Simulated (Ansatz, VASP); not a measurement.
## TiAl: VASP and Ansatz over several settings

```
Ti Al
1.0
     3.17906    0.00000    0.00000
     0.00000    3.17906    0.00000
     0.00000    0.00000    3.17906
Ti Al
1 1
Direct
  0.00000 0.00000 0.00000
  0.50000 0.50000 0.50000
```

Single points on this cell with VASP 6.6.1 and Ansatz 0.2.0. Each row is one pair of runs. Alike in all rows: spin: off; k mesh: 8 × 8 × 8.

```csv
level,smearing,"VASP's potentials, cutoff","Ansatz's potentials, cutoff","gap on the k mesh at the Fermi level (eV), VASP","gap on the k mesh at the Fermi level (eV), Ansatz","pressure (GPa), VASP","pressure (GPa), Ansatz"
PBE,"gaussian, width 0.027 eV","VASP PAW PBE potentials, release 64 (Ti_sv, Al), 520 eV","Ansatz PAW, 420 eV",none,none,0.7,0.7
PBE,"gaussian, width 0.028 eV","VASP PAW PBE potentials, release 64 (Ti_sv, Al), 520 eV","Ansatz PAW, 420 eV",none,none,0.7,0.7
LDA,"gaussian, width 0.1 eV","VASP PAW LDA potentials, release 64 (Ti_sv, Al), 520 eV","Ansatz PAW, 420 eV",none,none,-5.7,-5.8
PBEsol+D4+U (Ti d U = 4.5 eV),"fermi-dirac, width 0.05 eV","VASP PAW PBE potentials, release 64 (Ti_sv, Al), 520 eV","Ansatz PAW, 420 eV",none,none,1.3,0.9
PBE,"gaussian, width 0.011 eV","VASP PAW PBE potentials, release 64 (Ti_sv, Al), 520 eV","Ansatz PAW, 420 eV",none,none,0.6,0.7
LDA,"fermi-dirac, width 0.05 eV","VASP PAW LDA potentials, release 64 (Ti_sv, Al), 520 eV","Ansatz PAW, 420 eV",none,none,-5.7,-5.8
r2SCAN,"fermi-dirac, width 0.05 eV","VASP PAW PBE potentials, release 64 (Ti_sv, Al), 520 eV","Ansatz PAW, 500 eV",none,none,-0.6,-0.7
PBE,"gaussian, width 0.018 eV","VASP PAW PBE potentials, release 64 (Ti_sv, Al), 500 eV","Ansatz PAW, 420 eV",none,none,0.6,0.7
```

Pressure (GPa): the two programs differ by at most 0.36.

A gap of «none» marks a metal or a gap that the smearing closes.
